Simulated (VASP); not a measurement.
# Ge (I4/mmm) in VASP: notebook, part 3 of 3

VASP 6.6.1. The steps go on from the part before.

## (4) Single point, PBE

This run uses another cell than the first one, of 18.61 Å³/atom, 0.960 times its volume.

INCAR

```
SYSTEM = Ge
PREC = Accurate ; ENCUT = 520
EDIFF = 1E-7 ; ISMEAR = -1
SIGMA = 0.05 ; LREAL = .False.
LASPH = .True. ; NELM = 80
ALGO = Normal ; ISIF = 2
LWAVE = .False. ; LCHARG = .False.
GGA = PE ; NBANDS = 13
```

KPOINTS

```
Automatic mesh
0
Gamma
  12 12 12
  0 0 0
```

POSCAR

```
Ge
1.0
   -1.5866819298      1.5866819298      1.8478636534
    1.5866819298     -1.5866819298      1.8478636534
    1.5866819298      1.5866819298     -1.8478636534
Ge
1
Direct
    0.5000000000      0.5000000000      0.0000000000
```

Potentials or basis: VASP PAW PBE potentials, release 64 (Ge_d).

On the command line:

```
$ cat potpaw_PBE.64/Ge_d/POTCAR > POTCAR
$ mpirun -np 1 vasp_std > vasp.out
```

OUTCAR:

```text
SYSTEM = Ge
   PREC = Accurate
   ENCUT = 520
   EDIFF = 1E-7
   ISMEAR = -1
   LREAL = .False.
   LASPH = .True.
   NELM = 80
   ISIF = 2
   GGA = PE

 ion  position               nearest neighbor table
   1  0.500  0.500  0.000-

  LATTYP: Found a body centered tetragonal cell.
 ALAT       =     3.1733638596
 C/A-ratio  =     1.1646087465

  Lattice vectors:

 A1 = (  -1.5866819298,   1.5866819298,   1.8478636534)
 A2 = (   1.5866819298,  -1.5866819298,   1.8478636534)
 A3 = (   1.5866819298,   1.5866819298,  -1.8478636534)

Analysis of symmetry for initial positions (statically):
=====================================================================
 Subroutine PRICEL returns:
 Original cell was already a primitive cell.

 Routine SETGRP: Setting up the symmetry group for a
 body centered tetragonal supercell.

 Subroutine GETGRP returns: Found 16 space group operations
 (whereof 16 operations were pure point group operations)
 out of a pool of 16 trial point group operations.

The static configuration has the point symmetry D_4h.

Analysis of symmetry for dynamics (positions and initial velocities):
=====================================================================
 Subroutine PRICEL returns:
 Original cell was already a primitive cell.

 Routine SETGRP: Setting up the symmetry group for a
 body centered tetragonal supercell.

 Subroutine GETGRP returns: Found 16 space group operations
 (whereof 16 operations were pure point group operations)
 out of a pool of 16 trial point group operations.

The dynamic configuration has the point symmetry D_4h.

 Subroutine INISYM returns: Found 16 space group operations
 (whereof 16 operations are pure point group operations),
 and found     1 'primitive' translations

----------------------------------------------------------------------------------------

                                     Primitive cell

  volume of cell :      18.6084

  direct lattice vectors                    reciprocal lattice vectors
    -1.586681930  1.586681930  1.847863653     0.000000000  0.315123019  0.270582734
     1.586681930 -1.586681930  1.847863653     0.315123019  0.000000000  0.270582734
     1.586681930  1.586681930 -1.847863653     0.315123019  0.315123019  0.000000000

  length of vectors
     2.906840067  2.906840067  2.906840067     0.415352300  0.415352300  0.445651247

  position of ions in fractional coordinates (direct lattice)
     0.500000000  0.500000000  0.000000000

  ion indices of the primitive-cell ions
   primitive index   ion index
                 1           1

----------------------------------------------------------------------------------------

 KPOINTS: Automatic mesh

Automatic generation of k-mesh.
 Grid dimensions read from file:
 generate k-points for:   12   12   12

 Generating k-lattice:

  Cartesian coordinates                     Fractional coordinates (reciprocal lattice)
     0.000000000  0.026260252  0.022548561     0.083333333  0.000000000  0.000000000
     0.026260252  0.000000000  0.022548561     0.000000000  0.083333333  0.000000000
     0.026260252  0.026260252  0.000000000     0.000000000  0.000000000  0.083333333

  Length of vectors
     0.034612692  0.034612692  0.037137604

  Shift w.r.t. Gamma in fractional coordinates (k-lattice)
     0.000000000  0.000000000  0.000000000

 Subroutine IBZKPT returns following result:
 ===========================================

 Found    163 irreducible k-points:

 Following reciprocal coordinates:
            Coordinates               Weight
  0.000000  0.000000  0.000000      1.000000
  0.083333 -0.000000  0.000000      8.000000
  0.166667 -0.000000  0.000000      8.000000
  0.250000 -0.000000  0.000000      8.000000
  0.333333  0.000000 -0.000000      8.000000
  0.416667 -0.000000  0.000000      8.000000
[... 16 lines left out ...]
  0.500000  0.166667  0.000000     16.000000
 -0.416667  0.166667  0.000000     16.000000
 [... further k-points ...]
   k-points           NKPTS =    163   k-points in BZ     NKDIM =    163   number of bands    NBANDS=     13
   number of dos      NEDOS =    301   number of ions     NIONS =      1
   total plane-waves  NPLWV =  13824
   dimension x,y,z NGX =    24 NGY =   24 NGZ =   24
   dimension x,y,z NGXF=    48 NGYF=   48 NGZF=   48
   ions per type =               1
   NGX,Y,Z   is equivalent  to a cutoff of  13.73, 13.73, 13.73 a.u.
   NGXF,Y,Z  is equivalent  to a cutoff of  27.45, 27.45, 27.45 a.u.
 SYSTEM =  Ge
   PREC   = accura    normal or accurate (medium, high low for compatibility)
   ISTART =      0    job   : 0-new  1-cont  2-samecut
   ICHARG =      2    charge: 1-file 2-atom 10-const
   ISPIN  =      1    spin polarized calculation?
   LNONCOLLINEAR =      F non collinear calculations
   LSORBIT =      F    spin-orbit coupling
   LASPH  =      T    aspherical Exc in radial PAW
   ENCUT  =  520.0 eV  38.22 Ry    6.18 a.u.   5.40  5.40  5.40*2*pi/ulx,y,z
   NELM   =     80;   NELMIN=  2; NELMDL= -5     # of ELM steps
   EDIFF  = 0.1E-06   stopping-criterion for ELM
   LREAL  =      F    real-space projection
   EDIFFG = 0.1E-05   stopping-criterion for IOM
   NSW    =      0    number of steps for IOM
   IBRION =     -1    ionic relax: 0-MD 1-quasi-New 2-CG
   NFREE  =      0    steps in history (QN), initial steepest desc. (CG)
   ISIF   =      2    stress and relaxation
   ISYM   =      2    0-nonsym 1-usesym 2-fastsym
   POTIM  = 0.5000    time-step for ionic-motion
   TEBEG  =    0.0;   TEEND  =   0.0 temperature during run
   PSTRESS=    0.0 pullay stress
   NELECT =      14.0000    total number of electrons
   NUPDOWN=      -1.0000    fix difference up-down
   EMIN   =  10.00;   EMAX   =-10.00  energy-range for DOS
   EFERMI =   0.00;   METHOD = LEGACY
   ISMEAR =    -1;   SIGMA  =   0.05  broadening in eV -4-tet -1-fermi 0-gaus
   EFERMI_NEDOS =   21; number of points for ismear=-14 and -15
   IALGO  =     38    algorithm
   IMIX   =      4    mixing-type and parameters
     AMIX     =   0.40;   BMIX     =  1.00
     AMIX_MAG =   1.60;   BMIX_MAG =  1.00
  volume/ion in A,a.u.               =      18.61       125.58
  Fermi-wavevector in a.u.,A,eV,Ry     =   1.488953  2.813713 30.163853  2.216981
  Thomas-Fermi vector in A             =   2.601923
   LORBIT       =      0    0 simple, 1 ext, 2 COOP (PROOUT), +10 PAW based schemes
   GGA     = PE    functional components
[... 5 lines left out ...]
 non-spin polarized calculation
  energy-cutoff  :      520.00
  volume of cell :       18.61
 maximum number of plane-waves:       515
 NGX is ok and might be reduce to    24
   NGX = 11   NGY = 11   NGZ = 11

 number of electron      13.9999994 magnetization

 Free energy of the ion-electron system (eV)
  ---------------------------------------------------
  ext. energy  EPLUGINS =         0.00000000
  ---------------------------------------------------
  free energy    TOTEN  =        -4.17541051 eV

  energy without entropy =       -4.17082491  energy(sigma->0) =       -4.17311771

 E-fermi :   7.0570     XC(G=0): -11.3667

 val. band max:        7.0327811249   @ k =  -0.3333  -0.3333   0.2500
 cond. band min:       7.0621398812   @ k =  -0.4167   0.1667   0.0833
 fundamental gap:      0.0293587564
 Fermi energy:         7.0569720085

 k-point     1 :       0.0000    0.0000    0.0000
  band No.  band energies     occupation
      1     -17.8060      2.00000
      2     -17.8060      2.00000
      3     -17.7850      2.00000
      4     -17.7476      2.00000
      5     -17.7050      2.00000
      6      -6.3416      2.00000
      7      15.9390      0.00000
      8      16.2648      0.00000
      9      16.2648      0.00000
     10      21.1451      0.00000
     11      21.1451      0.00000
     12      22.5319      0.00000
     13      22.6643      0.00000

 k-point     2 :       0.0833   -0.0000    0.0000
  band No.  band energies     occupation
      1     -17.8030      2.00000
      2     -17.8028      2.00000
      3     -17.7818      2.00000
      4     -17.7479      2.00000
      5     -17.7067      2.00000
      6      -6.1633      2.00000
      7      14.5105      0.00000
      8      15.7407      0.00000
      9      15.9682      0.00000
     10      20.5172      0.00000
     11      21.4255      0.00000
[... 339 lines left out ...]
 k-point    24 :      -0.4167    0.1667    0.0000
  band No.  band energies     occupation
      1     -17.8149      2.00000
      2     -17.7840      2.00000
      3     -17.7398      2.00000
      4     -17.7217      2.00000
      5     -17.6948      2.00000
      6      -2.7165      2.00000
      7       5.4836      2.00000
      8       9.8584      0.00000
      9      12.6908      0.00000
     10      17.7546      0.00000
     11      20.7306      0.00000
     12      23.7315      0.00000
     13      25.5263      0.00000

 [... further k-points ...]
[... 5 lines left out ...]
  --------------------------------------------------------------------------------------
  -------------------------------------------------------------------------------------
  Total        0.3858053      0.3858053      0.4067913      0.0000000      0.0000000      0.0000000
  in kB       33.2176658     33.2176658     35.0245485      0.0000000      0.0000000      0.0000000
  external PRESSURE =      33.8199600 kB  Pullay stress =       0.0000000 kB

 VOLUME and BASIS-vectors are now :
 -----------------------------------------------------------------------------
  energy-cutoff  :      520.00
  volume of cell :       18.61
      direct lattice vectors                 reciprocal lattice vectors
    -1.586681930  1.586681930  1.847863653     0.000000000  0.315123019  0.270582734
     1.586681930 -1.586681930  1.847863653     0.315123019  0.000000000  0.270582734
     1.586681930  1.586681930 -1.847863653     0.315123019  0.315123019  0.000000000

 POSITION                                       TOTAL-FORCE (eV/Angst)
 -----------------------------------------------------------------------------------
      0.00000      0.00000      1.84786         0.000000      0.000000      0.000000
 -----------------------------------------------------------------------------------
    total drift:                               -0.000000      0.000000      0.000000

  FREE ENERGIE OF THE ION-ELECTRON SYSTEM (eV)
  ---------------------------------------------------
  free  energy   TOTEN  =        -4.1754105054 eV

  energy  without entropy=       -4.1708249140  energy(sigma->0) =       -4.17311771
```

OSZICAR:

```text
N       E                     dE             d eps       ncg     rms          rms(c)
DAV:   1     0.636472321734E+02    0.63647E+02   -0.71940E+03  4623   0.298E+03
DAV:   2     0.122619548895E+01   -0.62421E+02   -0.59341E+02  4503   0.406E+02
DAV:   3    -0.411867263157E+01   -0.53449E+01   -0.53010E+01  4831   0.706E+01
DAV:   4    -0.418769204860E+01   -0.69019E-01   -0.69010E-01  4973   0.877E+00
DAV:   5    -0.418836194765E+01   -0.66990E-03   -0.66990E-03  4918   0.947E-01    0.114E+00
DAV:   6    -0.417944167187E+01    0.89203E-02   -0.59648E-03  5418   0.166E+00    0.634E-01
DAV:   7    -0.417554213750E+01    0.38995E-02   -0.41458E-03  5283   0.106E+00    0.576E-02
DAV:   8    -0.417540421585E+01    0.13792E-03   -0.36701E-04  5113   0.445E-01    0.227E-02
DAV:   9    -0.417541040101E+01   -0.61852E-05   -0.53007E-06  4958   0.214E-02    0.476E-03
DAV:  10    -0.417541070243E+01   -0.30142E-06   -0.84211E-08  4066   0.457E-03    0.271E-04
DAV:  11    -0.417541051638E+01    0.18605E-06   -0.36884E-08  2979   0.449E-03    0.909E-05
DAV:  12    -0.417541050538E+01    0.10995E-07   -0.27530E-09  2469   0.962E-04
   1 F= -.41754105E+01 E0= -.41731177E+01  d E =-.458559E-02
```

Wall time 13 s (1 thread of Intel Xeon 6975P-C (Granite Rapids), shared host); peak memory 0.15 GiB.

What came out:

```
Free energy            : -4.1754 eV
Pressure               : 3.4 GPa
Band gap on the k mesh : zero (band 7 reaches 15.94 eV, above the bottom of band 8 at 4.09 eV)
```

Stress tensor (GPa, compression positive):
```
3.32 0.00 0.00
0.00 3.32 0.00
0.00 0.00 3.50
```

## (5) Single point, PBE

This run uses another cell than the first one, of 19.00 Å³/atom, 0.980 times its volume.

INCAR

```
PREC     = Accurate       # precision mode
ENCUT    = 520            # plane-wave cutoff, eV
EDIFF    = 1E-6           # SCF threshold, eV
ISMEAR   = -1             # smearing method
SIGMA    = 0.05           # smearing width, eV
LREAL    = False          # projectors in reciprocal space
LASPH    = True           # aspherical terms in the spheres
NELM     = 60             # most SCF steps
ALGO     = Normal         # electronic algorithm
ISIF     = 2              # what is computed and relaxed
LWAVE    = False          # write WAVECAR
LCHARG   = False          # write CHGCAR
GGA      = PE             # functional
NBANDS   = 13             # bands
```

KPOINTS

```
Automatic mesh
0
Gamma
  12 12 12
```

POSCAR

```
Ge
1.0
   -1.5976249096      1.5976249096      1.8606079433
    1.5976249096     -1.5976249096      1.8606079433
    1.5976249096      1.5976249096     -1.8606079433
Ge
1
Direct
    0.5000000000      0.5000000000      0.0000000000
```

On the command line:

```
$ cat potpaw_PBE.64/Ge_d/POTCAR > POTCAR
$ mpirun -np 1 vasp_std > vasp.out
```

Run time: 10 s. Hardware: 1 thread of Intel Xeon 6975P-C (Granite Rapids), shared host; peak memory 0.16 GiB.

Results (log left out):

* Free energy: -4.1820 eV
* Pressure: 1.8 GPa
* Band gap on the k mesh: zero (band 7 reaches 15.52 eV, above the bottom of band 8 at 3.94 eV)

Stress tensor (GPa, compression positive):
```
1.68 0.00 0.00
0.00 1.68 0.00
0.00 0.00 2.13
```

Levels at points of the mesh, in eV from the Fermi level:
```csv
k point,band 5,band 6,band 7,band 8,band 9,band 10
"(0.00, 0.00, 0.00)",-24.75,-13.21,8.69,9.00,9.00,13.96
"(0.50, 0.00, 0.00)",-24.72,-7.85,-5.53,5.13,7.39,10.39
"(0.50, 0.50, 0.00)",-24.70,-6.76,-4.98,3.13,4.63,7.77
"(0.50, 0.50, 0.50)",-24.71,-3.53,-2.56,0.68,0.68,4.42
```

## (6) Overview

```csv
cell,smearing,gap on the mesh (eV),pressure (GPa)
"a = 2.947 Å, angles 113.8, 113.8, 101.1°, 1 atom",gaussian 0.019 eV,none,0.9
"a = 2.887 Å, angles 113.8, 113.8, 101.1°, 1 atom",fermi-dirac 0.05 eV,none,4.8
"a = 2.907 Å, angles 113.8, 113.8, 101.1°, 1 atom",fermi-dirac 0.05 eV,none,3.4
"a = 2.927 Å, angles 113.8, 113.8, 101.1°, 1 atom",fermi-dirac 0.05 eV,none,1.8
```

Alike in all rows: task single point; level PBE; potentials or basis VASP PAW PBE potentials, release 64 (Ge_d); no spin polarisation; k mesh 12 × 12 × 12; cutoff (eV) 520.

Absolute energies hang on the potentials; compare differences alone.
